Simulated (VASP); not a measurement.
## Li: single point with LDA

Li:

```
Li
1.0
     0.00000    2.73507    2.73507
     2.73507    0.00000    2.73507
     2.73507    2.73507    0.00000
Li
2
Direct
  0.12500 0.12500 0.12500
  0.87500 0.87500 0.87500
```

This cell differs from its parent crystal: volume scaled by 0.88.

```json
{
  "Program": "VASP 6.6.1",
  "Task": "single point",
  "Functional": "LDA",
  "Potentials or basis": "VASP PAW LDA potentials, release 64 (Li_sv)",
  "Cutoff": "520 eV",
  "k mesh": "11 × 11 × 11",
  "Occupations": "fermi-dirac, width 0.1 eV",
  "Spin": "no spin polarisation"
}
```

```yaml
Band_gap_on_the_k_mesh: zero (band 3 reaches 1.04 eV, above the bottom of band 4 at 0.87 eV)
```

Levels at points of the mesh, in eV from the Fermi level:
| k point | band 1 | band 2 | band 3 | band 4 | band 5 | band 6 | band 7 |
| --- | --- | --- | --- | --- | --- | --- | --- |
| (0.00, 0.00, 0.00) | -46.96 | -46.79 | -3.75 | 6.20 | 6.20 | 6.20 | 7.47 |

It took 15 s on 1 thread of Intel(R) Xeon(R) Platinum 8488C (Sapphire Rapids), with other jobs on the host, peak memory 0.14 GiB.
